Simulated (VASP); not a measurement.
# Cd3I2 (P-3m1) in VASP: further runs

The runs below take Cd3I2 through relaxation of cell and atoms, single point, with PBE.

Program: VASP 6.6.1. These are calculated values, not measurements. Logs are shortened: lines on timing, memory, paths and dates and some standing lists are left out, and cuts for length are marked.

### Step 1. The cell of the first run

Symmetry: P-3m1, No. 164, trigonal system. Conventional cell: a = 4.844 Å, b = 4.844 Å, c = 7.536 Å, α = 90.00°, β = 90.00°, γ = 120.00°. Cd (site symmetry -3m) has 6 I at 3.35 Å and 6 Cd at 3.87 Å within 4.4 Å. Cd (site symmetry 3m) has 4 I at 2.92 to 3.01 Å and 6 Cd at 3.55 to 3.87 Å within 3.9 Å. Within 3.8 Å of I (site symmetry 3m) lie 7 Cd at 2.92 to 3.35 Å.

### Step 2. Relaxation of cell and atoms, PBE

INCAR reads:

```
SYSTEM = Cd3I2
PREC = Accurate
ENCUT = 600
EDIFF = 1E-6
ISMEAR = 0
SIGMA = 0.1
LREAL = .FALSE.
LASPH = .TRUE.
NELM = 80
ALGO = Normal
ISIF = 3
LWAVE = .FALSE.
LCHARG = .FALSE.
GGA = PE
IBRION = 2
NSW = 90
EDIFFG = -0.04
```

KPOINTS reads:

```
regular mesh
0
G
  6 6 2
  0 0 0
```

POSCAR reads:

```
Cd3I2
1.0
    4.8435336902      0.0000000000      0.0000000000
   -2.4217668451      4.1946232198      0.0000000000
    0.0000000000      0.0000000000      7.5357516551
Cd I
3 2
Direct
    0.0000000000      0.0000000000      0.0000000000
    0.3333333333      0.6666666667      0.6450000000
    0.6666666667      0.3333333333      0.3550000000
    0.3333333333      0.6666666667      0.2450000000
    0.6666666667      0.3333333333      0.7550000000
```

Potentials or basis: VASP PAW PBE potentials, release 64 (Cd, I).

Launch:

```console
$ cat potpaw_PBE.64/Cd/POTCAR potpaw_PBE.64/I/POTCAR > POTCAR
$ mpirun -np 1 vasp_std > vasp.out
```

OUTCAR:

```text
SYSTEM = Cd3I2
   PREC = Accurate
   ENCUT = 600
   EDIFF = 1E-6
   ISMEAR = 0
   LREAL = .FALSE.
   LASPH = .TRUE.
   NELM = 80
   ISIF = 3
   GGA = PE
   IBRION = 2
   NSW = 90
   EDIFFG = -0.04

 ion  position               nearest neighbor table
   1  0.000  0.000  0.000-   4 3.35   5 3.35   5 3.35   4 3.35   5 3.35   4 3.35
   2  0.333  0.667  0.645-   5 2.92   5 2.92   5 2.92   4 3.01   3 3.55   3 3.55   3 3.55
   3  0.667  0.333  0.355-   4 2.92   4 2.92   4 2.92   5 3.01   2 3.55   2 3.55   2 3.55
   4  0.333  0.667  0.245-   3 2.92   3 2.92   3 2.92   2 3.01   1 3.35   1 3.35   1 3.35
   5  0.667  0.333  0.755-   2 2.92   2 2.92   2 2.92   3 3.01   1 3.35   1 3.35   1 3.35

  LATTYP: Found a hexagonal cell.
 ALAT       =     4.8435336902
 C/A-ratio  =     1.5558375635

  Lattice vectors:

 A1 = (   4.8435336902,   0.0000000000,   0.0000000000)
 A2 = (  -2.4217668451,   4.1946232198,   0.0000000000)
 A3 = (   0.0000000000,   0.0000000000,   7.5357516551)

Analysis of symmetry for initial positions (statically):
=====================================================================
 Subroutine PRICEL returns:
 Original cell was already a primitive cell.

 Routine SETGRP: Setting up the symmetry group for a
 hexagonal supercell.

 Subroutine GETGRP returns: Found 12 space group operations
 (whereof 12 operations were pure point group operations)
 out of a pool of 24 trial point group operations.

The static configuration has the point symmetry D_3d.

Analysis of symmetry for dynamics (positions and initial velocities):
=====================================================================
 Subroutine PRICEL returns:
 Original cell was already a primitive cell.

 Routine SETGRP: Setting up the symmetry group for a
 hexagonal supercell.

 Subroutine GETGRP returns: Found 12 space group operations
 (whereof 12 operations were pure point group operations)
 out of a pool of 24 trial point group operations.

The dynamic configuration has the point symmetry D_3d.

 Subroutine INISYM returns: Found 12 space group operations
 (whereof 12 operations are pure point group operations),
 and found     1 'primitive' translations

----------------------------------------------------------------------------------------

                                     Primitive cell

  volume of cell :     153.1024

  direct lattice vectors                    reciprocal lattice vectors
     4.843533690  0.000000000  0.000000000     0.206460833  0.119200217  0.000000000
    -2.421766845  4.194623220  0.000000000     0.000000000  0.238400435  0.000000000
[... 87 lines left out ...]
   ISYM   =      2    0-nonsym 1-usesym 2-fastsym
   POTIM  = 0.5000    time-step for ionic-motion
   TEBEG  =    0.0;   TEEND  =   0.0 temperature during run
   PSTRESS=    0.0 pullay stress
   NELECT =      50.0000    total number of electrons
   NUPDOWN=      -1.0000    fix difference up-down
   EMIN   =  10.00;   EMAX   =-10.00  energy-range for DOS
   EFERMI =   0.00;   METHOD = LEGACY
   ISMEAR =     0;   SIGMA  =   0.10  broadening in eV -4-tet -1-fermi 0-gaus
   EFERMI_NEDOS =   21; number of points for ismear=-14 and -15
   IALGO  =     38    algorithm
   IMIX   =      4    mixing-type and parameters
     AMIX     =   0.40;   BMIX     =  1.00
     AMIX_MAG =   1.60;   BMIX_MAG =  1.00
  volume/ion in A,a.u.               =      30.62       206.64
  Fermi-wavevector in a.u.,A,eV,Ry     =   1.127381  2.130442 17.292854  1.270989
  Thomas-Fermi vector in A             =   2.264067
   LORBIT       =      0    0 simple, 1 ext, 2 COOP (PROOUT), +10 PAW based schemes
   GGA     = PE    functional components
   LHFCALC =     F    Hartree Fock is set to
   AEXX    =    0.0000 exact exchange contribution
   IVDW    =     0    specifies the selected vdW correction
   LEPSILON=     F    determine dielectric tensor
   LRPA    =     F    only Hartree local field effects (RPA)
 conjugate gradient relaxation of ions
 non-spin polarized calculation
 Gauss-broadening in eV      SIGMA  =   0.10
  energy-cutoff  :      600.00
  volume of cell :      153.10
 maximum number of plane-waves:      5143
 NGX is ok and might be reduce to    40
   NGX = 19   NGY = 19   NGZ = 31

--------------------------------------- Ionic step        1  -------------------------------------------

 number of electron      49.9999998 magnetization

 Free energy of the ion-electron system (eV)
  ---------------------------------------------------
  ext. energy  EPLUGINS =         0.00000000
  ---------------------------------------------------
  free energy    TOTEN  =        -3.92663825 eV

  energy without entropy =       -3.90126355  energy(sigma->0) =       -3.91395090

------------------------ aborting loop because EDIFF is reached ----------------------------------------

  FORCE on cell =-STRESS in cart. coord.  units (eV):
  Direction    XX          YY          ZZ          XY          YZ          ZX
  --------------------------------------------------------------------------------------
  -------------------------------------------------------------------------------------
  Total        8.1148203      8.1148203      6.3213206     -0.0000000      0.0000000      0.0000000
  in kB       84.9195390     84.9195390     66.1510193     -0.0000000      0.0000000      0.0000000
  external PRESSURE =      78.6633658 kB  Pullay stress =       0.0000000 kB
[... 98 lines left out ...]
  FREE ENERGIE OF THE ION-ELECTRON SYSTEM (eV)
  ---------------------------------------------------
  free  energy   TOTEN  =        -4.8642032916 eV

  energy  without entropy=       -4.8415565016  energy(sigma->0) =       -4.85287990

[... ionic steps 4 to 41 ...]

--------------------------------------- Ionic step       42  -------------------------------------------

 number of electron      50.0000002 magnetization

------------------------ aborting loop because EDIFF is reached ----------------------------------------
[... 73 lines left out ...]
--------------------------------------- Ionic step       44  -------------------------------------------

 number of electron      50.0000003 magnetization

 Free energy of the ion-electron system (eV)
  ---------------------------------------------------
  ext. energy  EPLUGINS =         0.00000000
  ---------------------------------------------------
  free energy    TOTEN  =        -5.96056392 eV

  energy without entropy =       -5.96056392  energy(sigma->0) =       -5.96056392

 E-fermi :   1.4731     XC(G=0):  -7.6993

 val. band max:        1.0106803641   @ k =   0.0000   0.0000   0.0000
 cond. band min:       2.2752359467   @ k =   0.0000   0.0000   0.5000
 fundamental gap:      1.2645555825
 Fermi energy:         1.4731071431

 k-point     1 :       0.0000    0.0000    0.0000
  band No.  band energies     occupation
      1     -12.1609      2.00000
      2     -11.9283      2.00000
      3      -7.3057      2.00000
      4      -7.3057      2.00000
      5      -7.2730      2.00000
      6      -7.2730      2.00000
[... 483 lines left out ...]
  FREE ENERGIE OF THE ION-ELECTRON SYSTEM (eV)
  ---------------------------------------------------
  free  energy   TOTEN  =        -5.9605639199 eV

  energy  without entropy=       -5.9605639199  energy(sigma->0) =       -5.96056392

 reached required accuracy - stopping structural energy minimisation
```

OSZICAR:

```text
N       E                     dE             d eps       ncg     rms          rms(c)
DAV:   1     0.378050333146E+03    0.37805E+03   -0.25740E+04   840   0.168E+03
DAV:   2     0.188001234558E+02   -0.35925E+03   -0.34922E+03   900   0.380E+02
DAV:   3    -0.361050686113E+01   -0.22411E+02   -0.22025E+02   992   0.904E+01
[... 470 lines left out ...]
DAV:   3    -0.596063429994E+01    0.44044E-03   -0.85474E-04   924   0.192E-01    0.916E-02
DAV:   4    -0.596056369733E+01    0.70603E-04   -0.12613E-04   894   0.652E-02    0.343E-02
DAV:   5    -0.596056277411E+01    0.92322E-06   -0.13952E-05   914   0.262E-02    0.208E-02
DAV:   6    -0.596056447283E+01   -0.16987E-05   -0.27227E-06   708   0.118E-02    0.399E-03
DAV:   7    -0.596056391991E+01    0.55292E-06   -0.40006E-07   438   0.448E-03
  44 F= -.59605639E+01 E0= -.59605639E+01  d E =-.215123E-02
```

Wall time 38 min (1 thread of AMD EPYC 9755, shared host); peak memory 0.31 GiB.

Results:

* Free energy: -5.9606 eV
* Relaxed volume: 42.52 Å³/atom
* Relaxed cell: a = 6.526 Å, b = 6.526 Å, c = 5.765 Å, α = 90.00°, β = 90.00°, γ = 120.00°
* Space group after relaxing (to 0.1 Å): P-3m1 (No. 164)
* Energy gained by relaxing: 406.8 meV/atom
* Ionic steps: 44
* Pressure after relaxing: 0.0 GPa
* Largest force after relaxing: 0.027 eV/Å
* Band gap on the k mesh: zero (bands 25 and 26 overlap by 2.38 eV)

Forces in eV/Å, atoms in the order of the input:
```
Cd   0.000  0.000  0.000
Cd   0.000  0.000 -0.012
Cd   0.000  0.000  0.012
I    0.000  0.000 -0.027
I    0.000  0.000  0.027
```

The path:
```tsv
step	energy change (eV)	largest force (eV/Å)	pressure (GPa)	volume (Å³)
1	0.0000	0.9316	7.87	153.10
3	-0.9376	0.1561	-0.68	211.28
5	-0.9612	0.1654	0.00	200.90
7	-0.9739	0.1677	-0.02	200.85
9	-1.0356	0.1455	-0.11	200.54
11	-1.1674	0.0380	-0.57	198.01
13	-1.1591	0.0553	-0.58	197.92
15	-1.2067	0.8184	0.46	193.25
17	-1.2923	0.3567	-0.36	194.67
19	-1.2993	0.5962	0.06	193.03
21	-1.3124	0.4855	-0.15	193.56
23	-1.3942	0.5279	-0.10	192.17
25	-1.8074	0.6722	0.89	185.65
27	-1.8241	0.7798	1.42	184.26
29	-1.8434	0.7304	2.07	182.51
31	-1.9042	0.2624	2.12	185.38
33	-1.9407	0.0983	1.76	188.20
35	-2.0097	0.1012	0.27	198.52
37	-2.0126	0.0978	0.22	199.71
39	-2.0286	0.0379	0.07	205.96
41	-2.0318	0.1143	0.03	210.70
43	-2.0338	0.0525	0.04	213.07
44	-2.0339	0.0267	0.03	212.61
```

Final structure:
```cif
data_structure
_symmetry_space_group_name_H-M 'P 1'
_symmetry_Int_Tables_number 1
_cell_length_a 6.5258
_cell_length_b 6.5258
_cell_length_c 5.7648
_cell_angle_alpha 90.000
_cell_angle_beta 90.000
_cell_angle_gamma 120.000
_cell_volume 212.61
loop_
_atom_site_label
_atom_site_type_symbol
_atom_site_fract_x
_atom_site_fract_y
_atom_site_fract_z
_atom_site_occupancy
Cd1 Cd 0.00000 0.00000 0.00000 1
Cd2 Cd 0.33333 0.66667 0.79168 1
Cd3 Cd 0.66667 0.33333 0.20832 1
I1 I 0.33333 0.66667 0.29276 1
I2 I 0.66667 0.33333 0.70724 1
```

Caveat: the k points lie up to 0.54 Å⁻¹ apart in the final cell, too coarse for converged energies and pressures of a metal; the volume moved by over 15 % at a fixed basis, so the end points are rough; spin-orbit coupling is left out, which moves the levels of the heavy elements.

### Step 3. Single point, PBE

This run uses another cell than the first one, of 34.43 Å³/atom.

INCAR reads:

```
ALGO     = Fast           # electronic algorithm
EDIFF    = 1E-6           # SCF threshold, eV
ENCUT    = 520            # plane-wave cutoff, eV
GGA      = PE             # functional
ISIF     = 2              # what is computed and relaxed
ISMEAR   = 0              # smearing method
LASPH    = T              # aspherical terms in the spheres
LCHARG   = F              # write CHGCAR
LREAL    = F              # projectors in reciprocal space
LWAVE    = F              # write WAVECAR
NBANDS   = 33             # bands
NELM     = 60             # most SCF steps
PREC     = Accurate       # precision mode
SIGMA    = 0.1            # smearing width, eV
```

KPOINTS reads:

```
k-points
0
Gamma
  12 12 4
```

POSCAR reads:

```
Cd3I2
1.0
    4.4297989909      0.0000000000      0.0000000000
   -2.2148994954      3.8363184598      0.0000000000
    0.0000000000      0.0000000000     10.1286850875
Cd I
3 2
Direct
    0.0000000000      0.0000000000      0.0000000000
    0.3333333333      0.6666666667      0.5720449134
    0.6666666667      0.3333333333      0.4279550866
    0.3333333333      0.6666666667      0.1781533942
    0.6666666667      0.3333333333      0.8218466058
```

Potentials or basis: VASP PAW PBE potentials, release 64 (Cd, I).

Launch:

```console
$ cat potpaw_PBE.64/Cd/POTCAR potpaw_PBE.64/I/POTCAR > POTCAR
$ mpirun -np 1 vasp_std > vasp.out
```

OUTCAR:

```text
EDIFF = 1E-6
   ENCUT = 520
   GGA = PE
   ISIF = 2
   ISMEAR = 0
   LASPH = T
   LREAL = F
   NELM = 60
   PREC = Accurate

 ion  position               nearest neighbor table
   1  0.000  0.000  0.000-   4 3.13   5 3.13   4 3.13   5 3.13   5 3.13   4 3.13
   2  0.333  0.667  0.572-   3 2.94   3 2.94   3 2.94   5 3.60   5 3.60   5 3.60
   3  0.667  0.333  0.428-   2 2.94   2 2.94   2 2.94   4 3.60   4 3.60   4 3.60
   4  0.333  0.667  0.178-   1 3.13   1 3.13   1 3.13   3 3.60   3 3.60   3 3.60
   5  0.667  0.333  0.822-   1 3.13   1 3.13   1 3.13   2 3.60   2 3.60   2 3.60

  LATTYP: Found a hexagonal cell.
 ALAT       =     4.4297989909
 C/A-ratio  =     2.2864886439

  Lattice vectors:

 A1 = (   4.4297989909,   0.0000000000,   0.0000000000)
 A2 = (  -2.2148994954,   3.8363184598,   0.0000000000)
 A3 = (   0.0000000000,   0.0000000000,  10.1286850875)

Analysis of symmetry for initial positions (statically):
=====================================================================
 Subroutine PRICEL returns:
 Original cell was already a primitive cell.

 Routine SETGRP: Setting up the symmetry group for a
 hexagonal supercell.

 Subroutine GETGRP returns: Found 12 space group operations
 (whereof 12 operations were pure point group operations)
 out of a pool of 24 trial point group operations.

The static configuration has the point symmetry D_3d.

Analysis of symmetry for dynamics (positions and initial velocities):
=====================================================================
 Subroutine PRICEL returns:
 Original cell was already a primitive cell.

 Routine SETGRP: Setting up the symmetry group for a
 hexagonal supercell.

 Subroutine GETGRP returns: Found 12 space group operations
 (whereof 12 operations were pure point group operations)
 out of a pool of 24 trial point group operations.

The dynamic configuration has the point symmetry D_3d.

 Subroutine INISYM returns: Found 12 space group operations
[... 124 lines left out ...]
  volume/ion in A,a.u.               =      34.43       232.32
  Fermi-wavevector in a.u.,A,eV,Ry     =   1.084212  2.048864 15.993865  1.175516
  Thomas-Fermi vector in A             =   2.220297
   LORBIT       =      0    0 simple, 1 ext, 2 COOP (PROOUT), +10 PAW based schemes
   GGA     = PE    functional components
   LHFCALC =     F    Hartree Fock is set to
   AEXX    =    0.0000 exact exchange contribution
   IVDW    =     0    specifies the selected vdW correction
   LEPSILON=     F    determine dielectric tensor
   LRPA    =     F    only Hartree local field effects (RPA)
 non-spin polarized calculation
 RMM-DIIS sequential band-by-band and
 Gauss-broadening in eV      SIGMA  =   0.10
  energy-cutoff  :      520.00
  volume of cell :      172.13
 maximum number of plane-waves:      4664
 NGX is ok and might be reduce to    36
   NGX = 17   NGY = 17   NGZ = 37

 number of electron      50.0000005 magnetization

 Free energy of the ion-electron system (eV)
  ---------------------------------------------------
  ext. energy  EPLUGINS =         0.00000000
  ---------------------------------------------------
  free energy    TOTEN  =        -6.10488433 eV

  energy without entropy =       -6.09450710  energy(sigma->0) =       -6.09969572

 E-fermi :   2.8436     XC(G=0):  -8.7327

 val. band max:        2.8424474572   @ k =   0.4167   0.0833   0.0000
 cond. band min:       2.8500251088   @ k =   0.5000   0.0000   0.5000
 fundamental gap:      0.0075776516
 Fermi energy:         2.8435527410

 k-point     1 :       0.0000    0.0000    0.0000
  band No.  band energies     occupation
      1     -11.0494      2.00000
      2     -10.7406      2.00000
      3      -6.4025      2.00000
      4      -6.4025      2.00000
      5      -6.3204      2.00000
      6      -6.2674      2.00000
[... 853 lines left out ...]
     32       7.2822      0.00000
     33       8.0597      0.00000

 [... further k-points ...]

------------------------ aborting loop because EDIFF is reached ----------------------------------------

  FORCE on cell =-STRESS in cart. coord.  units (eV):
  Direction    XX          YY          ZZ          XY          YZ          ZX
  --------------------------------------------------------------------------------------
  -------------------------------------------------------------------------------------
  Total        0.0968517      0.0968517      0.0983626      0.0000000      0.0000000      0.0000000
  in kB        0.9015010      0.9015010      0.9155641      0.0000000      0.0000000      0.0000000
  external PRESSURE =       0.9061887 kB  Pullay stress =       0.0000000 kB

 VOLUME and BASIS-vectors are now :
 -----------------------------------------------------------------------------
  energy-cutoff  :      520.00
  volume of cell :      172.13
      direct lattice vectors                 reciprocal lattice vectors
     4.429798991  0.000000000  0.000000000     0.225743877  0.130333288  0.000000000
    -2.214899495  3.836318460  0.000000000     0.000000000  0.260666577  0.000000000
     0.000000000  0.000000000 10.128685087     0.000000000  0.000000000  0.098729499

 POSITION                                       TOTAL-FORCE (eV/Angst)
 -----------------------------------------------------------------------------------
      0.00000      0.00000      0.00000         0.000000      0.000000      0.000000
     -0.00000      2.55755      5.79406        -0.000000      0.000000      0.012307
      2.21490      1.27877      4.33462         0.000000     -0.000000     -0.012307
     -0.00000      2.55755      1.80446        -0.000000     -0.000000      0.008364
      2.21490      1.27877      8.32423        -0.000000      0.000000     -0.008364
 -----------------------------------------------------------------------------------
    total drift:                                0.000000     -0.000000     -0.000000

  FREE ENERGIE OF THE ION-ELECTRON SYSTEM (eV)
  ---------------------------------------------------
  free  energy   TOTEN  =        -6.1048843341 eV

  energy  without entropy=       -6.0945071003  energy(sigma->0) =       -6.09969572
```

OSZICAR:

```text
N       E                     dE             d eps       ncg     rms          rms(c)
DAV:   1     0.339366985143E+03    0.33937E+03   -0.23285E+04  4554   0.134E+03
DAV:   2     0.120888557381E+02   -0.32728E+03   -0.31438E+03  5126   0.329E+02
DAV:   3    -0.615057643576E+01   -0.18239E+02   -0.18104E+02  5401   0.768E+01
DAV:   4    -0.640606636253E+01   -0.25549E+00   -0.25535E+00  5427   0.781E+00
DAV:   5    -0.640913563048E+01   -0.30693E-02   -0.30692E-02  5421   0.880E-01    0.639E+00
RMM:   6    -0.613095250742E+01    0.27818E+00   -0.50040E-01  4579   0.361E+00    0.460E+00
RMM:   7    -0.610663015636E+01    0.24322E-01   -0.19832E-01  4708   0.175E+00    0.135E+00
RMM:   8    -0.610485389017E+01    0.17763E-02   -0.14114E-02  5056   0.859E-01    0.299E-01
RMM:   9    -0.610481037576E+01    0.43514E-04   -0.18443E-03  5228   0.229E-01    0.794E-02
RMM:  10    -0.610486631491E+01   -0.55939E-04   -0.24249E-04  5266   0.886E-02    0.514E-02
RMM:  11    -0.610487942844E+01   -0.13114E-04   -0.40534E-05  5429   0.336E-02    0.281E-02
RMM:  12    -0.610488483344E+01   -0.54050E-05   -0.16053E-05  5086   0.299E-02    0.783E-03
RMM:  13    -0.610488433409E+01    0.49935E-06   -0.25912E-06  3740   0.109E-02
   1 F= -.61048843E+01 E0= -.60996957E+01  d E =-.103772E-01
```

stdout:

```text
POSCAR found type information on POSCAR CdI
 POSCAR found :  2 types and       5 ions
 scaLAPACK will be used
 LDA part: xc-table for (Slater+PW92), standard interpolation
 POSCAR, INCAR and KPOINTS ok, starting setup
 FFT: planning ... GRIDC
 FFT: planning ... GRID_SOFT
 FFT: planning ... GRID
 WAVECAR not read
 entering main loop
```

It took 6.3 min on 1 thread of AMD EPYC 9755, shared host; peak memory 0.49 GiB.

What came out:

```yaml
Free_energy: -6.1049 eV
Pressure: 0.1 GPa
Largest_force: 0.012 eV/Å
Band_gap_on_the_k_mesh: zero (bands 25 and 26 overlap by 1.23 eV)
```

Forces on the atoms (eV/Å):
```
Cd   0.000  0.000  0.000
Cd   0.000  0.000  0.012
Cd   0.000  0.000 -0.012
I    0.000  0.000  0.008
I    0.000  0.000 -0.008
```

Caveat: spin-orbit coupling is left out, which moves the levels of the heavy elements.

The gap in the log of VASP goes by the Fermi energy; the results here count the filled bands.